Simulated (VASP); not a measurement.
Write the native input for VASP 6.6.1 that does the following.

* Task: single point
* Functional: HSE06
* Potentials or basis: VASP PAW PBE potentials, release 64 (B, N)
* Cutoff: 520 eV
* k mesh: 6 × 6 × 4
* Occupations: gaussian, width 0.01 eV
* Spin: no spin polarisation
* Dipole correction: no
* Grid for exact exchange (PRECFOCK): Normal
* Further INCAR settings: ALGO = Normal; EDIFF = 1e-06; NBANDS = 16
* Share of exact exchange: 0.25
* Screening parameter: 0.2079 1/Å

Crystal: BN.

```
CELL_PARAMETERS angstrom
2.54395 0.00000 0.00000
-1.27197 2.20312 0.00000
0.00000 0.00000 4.20782
ATOMIC_POSITIONS crystal
B 0.66667 0.33333 0.00020
B 0.33333 0.66667 0.50020
N 0.66667 0.33333 0.37480
N 0.33333 0.66667 0.87480
```

These files were run (other wordings do the same):

POSCAR

```
BN
1.0
    2.5439493114      0.0000000000      0.0000000000
   -1.2719746557      2.2031247296      0.0000000000
    0.0000000000      0.0000000000      4.2078167820
B N
2 2
Direct
    0.6666666667      0.3333333333      0.0002035746
    0.3333333333      0.6666666667      0.5002035746
    0.6666666667      0.3333333333      0.3747964254
    0.3333333333      0.6666666667      0.8747964254
```

INCAR.step1

```
SYSTEM = BN
PREC = Accurate ; ENCUT = 520
EDIFF = 1E-5 ; ISMEAR = 0
SIGMA = 0.01 ; LREAL = .False.
LASPH = .True. ; NELM = 80
ALGO = Normal ; ISIF = 2
LWAVE = .True. ; LCHARG = .False.
GGA = PE ; NBANDS = 16
```

INCAR.step2

```
SYSTEM = BN
PREC = Accurate ; ENCUT = 520
EDIFF = 1E-6 ; ISMEAR = 0
SIGMA = 0.01 ; LREAL = .False.
LASPH = .True. ; NELM = 80
ALGO = Normal ; ISIF = 2
LWAVE = .False. ; LCHARG = .False.
GGA = PE ; LHFCALC = .True.
HFSCREEN = 0.2079 ; PRECFOCK = Normal
ISTART = 1 ; NBANDS = 16
```

KPOINTS

```
regular mesh
0
Gamma
  6 6 4
  0 0 0
```

Potentials or basis: VASP PAW PBE potentials, release 64 (B, N).

Command:

```sh
$ cat potpaw_PBE.64/B/POTCAR potpaw_PBE.64/N/POTCAR > POTCAR
$ cp INCAR.step1 INCAR
$ mpirun -np 1 vasp_std > vasp.out
$ cp INCAR.step2 INCAR
$ mpirun -np 1 vasp_std > vasp.out
```

Results of the run:

```yaml
Pressure: -3.9 GPa
Largest_force: 0.013 eV/Å
Band_gap_on_the_k_mesh: 6.51 eV (least direct gap 9.96 eV)
```

Caveat: the k points lie up to 0.48 Å⁻¹ apart; the PAW data sets were made with another functional, which shifts forces and pressure a little.

Run time: 6.5 min on 1 thread of Intel(R) Xeon(R) 6975P-C (Granite Rapids) (shared host), peak memory 0.23 GiB.
